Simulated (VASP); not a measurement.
# SnPb2Se3 (I4/mmm) in VASP: single point with PBE

Aim: the single point of SnPb2Se3 with PBE.

All numbers are computed with VASP 6.6.1; they aren't measurements. Logs are shortened: lines on timing, memory, paths and dates and some standing lists are left out, and cuts for length are marked.

## 1. The cell of the first run

Symmetry: I4/mmm, No. 139, tetragonal system. Conventional cell: a = 4.352 Å, b = 4.352 Å, c = 18.463 Å, α = 90.00°, β = 90.00°, γ = 90.00°. Sn (site symmetry 4/mmm) has 6 Se at 3.08 Å within 4.1 Å. Within 4.1 Å of Pb (site symmetry 4mm) lie 6 Se at 3.08 Å. Within 4.1 Å of Se (site symmetry 4/mmm) lie 4 Sn at 3.08 Å and 2 Pb at 3.08 Å. Within 4.1 Å of Se (site symmetry 4mm) lie 5 Pb at 3.08 Å and 1 Sn at 3.08 Å.

## 2. Single point, PBE

The input, INCAR:

```
PREC     = Accurate       # precision mode
ENCUT    = 520            # plane-wave cutoff, eV
EDIFF    = 1E-6           # SCF threshold, eV
ISMEAR   = 0              # smearing method
SIGMA    = 0.1            # smearing width, eV
LREAL    = False          # projectors in reciprocal space
LASPH    = True           # aspherical terms in the spheres
NELM     = 60             # most SCF steps
ALGO     = Normal         # electronic algorithm
ISIF     = 2              # what is computed and relaxed
LWAVE    = False          # write WAVECAR
LCHARG   = False          # write CHGCAR
GGA      = PE             # functional
NBANDS   = 39             # bands
```

The input, KPOINTS:

```
Automatic mesh
0
Gamma
  6 6 6
```

The input, POSCAR:

```
SnPb2Se3
1.0
   -2.1758754700      2.1758754700      9.2314578000
    2.1758754700     -2.1758754700      9.2314578000
    2.1758754700      2.1758754700     -9.2314578000
Sn Pb Se
1 2 3
Direct
    0.5000000000      0.5000000000      0.0000000000
    0.8333333300      0.8333333300      0.0000000000
    0.1666666700      0.1666666700      0.0000000000
    0.0000000000      0.0000000000      0.0000000000
    0.6666666700      0.6666666700      0.0000000000
    0.3333333300      0.3333333300      0.0000000000
```

Potentials or basis: VASP PAW PBE potentials, release 64 (Sn_d, Pb_d, Se).

On the command line:

```console
> cat potpaw_PBE.64/Sn_d/POTCAR potpaw_PBE.64/Pb_d/POTCAR potpaw_PBE.64/Se/POTCAR > POTCAR
> mpirun -np 1 vasp_std > vasp.out
```

OUTCAR:

```text
PREC = Accurate
   ENCUT = 520
   EDIFF = 1E-6
   ISMEAR = 0
   LREAL = False
   LASPH = True
   NELM = 60
   ISIF = 2
   GGA = PE

 ion  position               nearest neighbor table
   1  0.500  0.500  0.000-   4 3.08   4 3.08   4 3.08   4 3.08   6 3.08   5 3.08
   2  0.833  0.833  0.000-   5 3.08   6 3.08   6 3.08   6 3.08   6 3.08   4 3.08
   3  0.167  0.167  0.000-   6 3.08   5 3.08   5 3.08   5 3.08   5 3.08   4 3.08
   4  0.000  0.000  0.000-   1 3.08   1 3.08   1 3.08   1 3.08   3 3.08   2 3.08
   5  0.667  0.667  0.000-   2 3.08   3 3.08   3 3.08   3 3.08   3 3.08   1 3.08
   6  0.333  0.333  0.000-   3 3.08   2 3.08   2 3.08   2 3.08   2 3.08   1 3.08

  LATTYP: Found a body centered tetragonal cell.
 ALAT       =     4.3517509400
 C/A-ratio  =     4.2426406875

  Lattice vectors:

 A1 = (  -2.1758754700,   2.1758754700,   9.2314578000)
 A2 = (   2.1758754700,  -2.1758754700,   9.2314578000)
 A3 = (   2.1758754700,   2.1758754700,  -9.2314578000)

Analysis of symmetry for initial positions (statically):
=====================================================================
 Subroutine PRICEL returns:
 Original cell was already a primitive cell.

 Routine SETGRP: Setting up the symmetry group for a
 body centered tetragonal supercell.

 Subroutine GETGRP returns: Found 16 space group operations
 (whereof 16 operations were pure point group operations)
 out of a pool of 16 trial point group operations.

The static configuration has the point symmetry D_4h.

Analysis of symmetry for dynamics (positions and initial velocities):
=====================================================================
 Subroutine PRICEL returns:
 Original cell was already a primitive cell.

 Routine SETGRP: Setting up the symmetry group for a
 body centered tetragonal supercell.

 Subroutine GETGRP returns: Found 16 space group operations
 (whereof 16 operations were pure point group operations)
 out of a pool of 16 trial point group operations.

The dynamic configuration has the point symmetry D_4h.

 Subroutine INISYM returns: Found 16 space group operations
 (whereof 16 operations are pure point group operations),
 and found     1 'primitive' translations

----------------------------------------------------------------------------------------

                                     Primitive cell

  volume of cell :     174.8229

  direct lattice vectors                    reciprocal lattice vectors
    -2.175875470  2.175875470  9.231457800     0.000000000  0.229792563  0.054162626
     2.175875470 -2.175875470  9.231457800     0.229792563  0.000000000  0.054162626
     2.175875470  2.175875470 -9.231457800     0.229792563  0.229792563  0.000000000

  length of vectors
     9.730810924  9.730810924  9.730810924     0.236089415  0.236089415  0.324975758

  position of ions in fractional coordinates (direct lattice)
     0.500000000  0.500000000  0.000000000
     0.833333330  0.833333330  0.000000000
     0.166666670  0.166666670  0.000000000
     0.000000000  0.000000000  0.000000000
     0.666666670  0.666666670  0.000000000
     0.333333330  0.333333330  0.000000000

  ion indices of the primitive-cell ions
   primitive index   ion index
                 1           1
                 2           2
                 3           3
                 4           4
                 5           5
                 6           6

----------------------------------------------------------------------------------------

 KPOINTS: Automatic mesh

Automatic generation of k-mesh.
 Grid dimensions read from file:
 generate k-points for:    6    6    6

 Generating k-lattice:

  Cartesian coordinates                     Fractional coordinates (reciprocal lattice)
     0.000000000  0.038298760  0.009027104     0.166666667  0.000000000  0.000000000
     0.038298760  0.000000000  0.009027104     0.000000000  0.166666667  0.000000000
     0.038298760  0.038298760  0.000000000     0.000000000  0.000000000  0.166666667

  Length of vectors
     0.039348236  0.039348236  0.054162626

  Shift w.r.t. Gamma in fractional coordinates (k-lattice)
     0.000000000  0.000000000  0.000000000

 Subroutine IBZKPT returns following result:
 ===========================================

 Found     30 irreducible k-points:

 Following reciprocal coordinates:
            Coordinates               Weight
  0.000000  0.000000  0.000000      1.000000
  0.166667 -0.000000  0.000000      8.000000
  0.333333 -0.000000  0.000000      8.000000
  0.500000  0.000000  0.000000      4.000000
  0.166667  0.166667  0.000000      8.000000
  0.333333  0.166667  0.000000     16.000000
[... 16 lines left out ...]
 -0.333333 -0.333333  0.166667      8.000000
 -0.166667 -0.333333  0.166667      8.000000
 [... further k-points ...]
   k-points           NKPTS =     30   k-points in BZ     NKDIM =     30   number of bands    NBANDS=     39
   number of dos      NEDOS =    301   number of ions     NIONS =      6
   total plane-waves  NPLWV = 373248
   dimension x,y,z NGX =    72 NGY =   72 NGZ =   72
   dimension x,y,z NGXF=   144 NGYF=  144 NGZF=  144
   ions per type =               1   2   3
   NGX,Y,Z   is equivalent  to a cutoff of  12.30, 12.30, 12.30 a.u.
   NGXF,Y,Z  is equivalent  to a cutoff of  24.60, 24.60, 24.60 a.u.
 SYSTEM =  unknown system
   PREC   = accura    normal or accurate (medium, high low for compatibility)
   ISTART =      0    job   : 0-new  1-cont  2-samecut
   ICHARG =      2    charge: 1-file 2-atom 10-const
   ISPIN  =      1    spin polarized calculation?
   LNONCOLLINEAR =      F non collinear calculations
   LSORBIT =      F    spin-orbit coupling
   LASPH  =      T    aspherical Exc in radial PAW
   ENCUT  =  520.0 eV  38.22 Ry    6.18 a.u.  18.09 18.09 18.09*2*pi/ulx,y,z
   NELM   =     60;   NELMIN=  2; NELMDL= -5     # of ELM steps
   EDIFF  = 0.1E-05   stopping-criterion for ELM
   LREAL  =      F    real-space projection
   EDIFFG = 0.1E-04   stopping-criterion for IOM
   NSW    =      0    number of steps for IOM
   IBRION =     -1    ionic relax: 0-MD 1-quasi-New 2-CG
   NFREE  =      0    steps in history (QN), initial steepest desc. (CG)
   ISIF   =      2    stress and relaxation
   ISYM   =      2    0-nonsym 1-usesym 2-fastsym
   POTIM  = 0.5000    time-step for ionic-motion
   TEBEG  =    0.0;   TEEND  =   0.0 temperature during run
   PSTRESS=    0.0 pullay stress
   NELECT =      60.0000    total number of electrons
   NUPDOWN=      -1.0000    fix difference up-down
   EMIN   =  10.00;   EMAX   =-10.00  energy-range for DOS
   EFERMI =   0.00;   METHOD = LEGACY
   ISMEAR =     0;   SIGMA  =   0.10  broadening in eV -4-tet -1-fermi 0-gaus
   EFERMI_NEDOS =   21; number of points for ismear=-14 and -15
   IALGO  =     38    algorithm
   IMIX   =      4    mixing-type and parameters
     AMIX     =   0.40;   BMIX     =  1.00
     AMIX_MAG =   1.60;   BMIX_MAG =  1.00
  volume/ion in A,a.u.               =      29.14       196.63
  Fermi-wavevector in a.u.,A,eV,Ry     =   1.146197  2.165998 17.874882  1.313767
  Thomas-Fermi vector in A             =   2.282882
   LORBIT       =      0    0 simple, 1 ext, 2 COOP (PROOUT), +10 PAW based schemes
   GGA     = PE    functional components
   LHFCALC =     F    Hartree Fock is set to
   AEXX    =    0.0000 exact exchange contribution
   IVDW    =     0    specifies the selected vdW correction
   LEPSILON=     F    determine dielectric tensor
   LRPA    =     F    only Hartree local field effects (RPA)
 non-spin polarized calculation
 Gauss-broadening in eV      SIGMA  =   0.10
  energy-cutoff  :      520.00
  volume of cell :      174.82
 maximum number of plane-waves:      4760
   NGX = 37   NGY = 37   NGZ = 37

 number of electron      60.0000003 magnetization

 Free energy of the ion-electron system (eV)
  ---------------------------------------------------
  ext. energy  EPLUGINS =         0.00000000
  ---------------------------------------------------
  free energy    TOTEN  =       -24.58008966 eV

  energy without entropy =      -24.57809343  energy(sigma->0) =      -24.57909154

 E-fermi :   5.0804     XC(G=0):  -9.4042

 val. band max:        5.0575433245   @ k =   0.5000   0.0000   0.0000
 cond. band min:       5.1032725448   @ k =   0.5000   0.0000   0.0000
 fundamental gap:      0.0457292203
 Fermi energy:         5.0804083901

 k-point     1 :       0.0000    0.0000    0.0000
  band No.  band energies     occupation
      1     -16.6449      2.00000
      2     -16.6402      2.00000
      3     -16.6341      2.00000
      4     -16.6341      2.00000
      5     -16.6302      2.00000
      6     -12.0698      2.00000
[... 31 lines left out ...]
     38       9.7414      0.00000
     39       9.7545      0.00000

 k-point     2 :       0.1667   -0.0000    0.0000
  band No.  band energies     occupation
      1     -16.6438      2.00000
      2     -16.6380      2.00000
      3     -16.6348      2.00000
      4     -16.6341      2.00000
      5     -16.6316      2.00000
      6     -12.0593      2.00000
[... 31 lines left out ...]
     38       9.0966      0.00000
     39       9.1531      0.00000

 k-point     3 :       0.3333   -0.0000    0.0000
  band No.  band energies     occupation
      1     -16.6425      2.00000
      2     -16.6363      2.00000
      3     -16.6344      2.00000
      4     -16.6339      2.00000
      5     -16.6329      2.00000
      6     -12.0382      2.00000
[... 31 lines left out ...]
     38       8.6370      0.00000
     39       9.0339      0.00000

 k-point     4 :       0.5000    0.0000    0.0000
  band No.  band energies     occupation
      1     -16.6420      2.00000
      2     -16.6370      2.00000
      3     -16.6358      2.00000
      4     -16.6339      2.00000
      5     -16.6301      2.00000
      6     -12.0248      2.00000
[... 31 lines left out ...]
     38       8.6311      0.00000
     39       8.7647      0.00000
[... 754 lines left out ...]
     38       7.9090      0.00000
     39       9.6159      0.00000

 k-point    23 :      -0.3333   -0.3333    0.1667
  band No.  band energies     occupation
      1     -16.6423      2.00000
      2     -16.6364      2.00000
      3     -16.6348      2.00000
      4     -16.6347      2.00000
      5     -16.6333      2.00000
      6     -12.0571      2.00000
[... 31 lines left out ...]
     38       9.1754      0.00000
     39       9.9823      0.00000

 k-point    24 :      -0.1667   -0.3333    0.1667
  band No.  band energies     occupation
      1     -16.6438      2.00000
      2     -16.6380      2.00000
      3     -16.6348      2.00000
      4     -16.6341      2.00000
      5     -16.6316      2.00000
      6     -12.0627      2.00000
[... 31 lines left out ...]
     38       9.2900      0.00000
     39       9.6335      0.00000

 [... further k-points ...]

------------------------ aborting loop because EDIFF is reached ----------------------------------------

  FORCE on cell =-STRESS in cart. coord.  units (eV):
  Direction    XX          YY          ZZ          XY          YZ          ZX
  --------------------------------------------------------------------------------------
  -------------------------------------------------------------------------------------
  Total        0.3347831      0.3347831      0.3572658      0.0000000      0.0000000      0.0000000
  in kB        3.0681441      3.0681441      3.2741880      0.0000000      0.0000000      0.0000000
  external PRESSURE =       3.1368254 kB  Pullay stress =       0.0000000 kB

 VOLUME and BASIS-vectors are now :
 -----------------------------------------------------------------------------
  energy-cutoff  :      520.00
  volume of cell :      174.82
      direct lattice vectors                 reciprocal lattice vectors
    -2.175875470  2.175875470  9.231457800     0.000000000  0.229792563  0.054162626
     2.175875470 -2.175875470  9.231457800     0.229792563  0.000000000  0.054162626
     2.175875470  2.175875470 -9.231457800     0.229792563  0.229792563  0.000000000

 POSITION                                       TOTAL-FORCE (eV/Angst)
 -----------------------------------------------------------------------------------
      0.00000      0.00000      9.23146        -0.000000     -0.000000     -0.000000
      0.00000      0.00000     15.38576        -0.000000     -0.000000      0.015901
      0.00000      0.00000      3.07715        -0.000000     -0.000000     -0.015901
      0.00000      0.00000      0.00000        -0.000000     -0.000000     -0.000000
      0.00000      0.00000     12.30861         0.000000      0.000000     -0.183182
      0.00000      0.00000      6.15431         0.000000      0.000000      0.183182
 -----------------------------------------------------------------------------------
    total drift:                               -0.000000      0.000000      0.000000

  FREE ENERGIE OF THE ION-ELECTRON SYSTEM (eV)
  ---------------------------------------------------
  free  energy   TOTEN  =       -24.5800896588 eV

  energy  without entropy=      -24.5780934296  energy(sigma->0) =      -24.57909154
```

Run time: 18 min. Hardware: 1 thread of Intel Xeon 8259CL, shared host; peak memory 0.82 GiB.

What came out:

```yaml
Free_energy: -24.5801 eV
Pressure: 0.3 GPa
Largest_force: 0.183 eV/Å
Band_gap_on_the_k_mesh: 0.05 eV
```

Forces in eV/Å, atoms in the order of the input:
```
Sn   0.000  0.000  0.000
Pb   0.000  0.000  0.016
Pb   0.000  0.000 -0.016
Se   0.000  0.000  0.000
Se   0.000  0.000 -0.183
Se   0.000  0.000  0.183
```

Caveat: spin-orbit coupling is left out, which moves the levels of the heavy elements. A k mesh can miss the band edges.
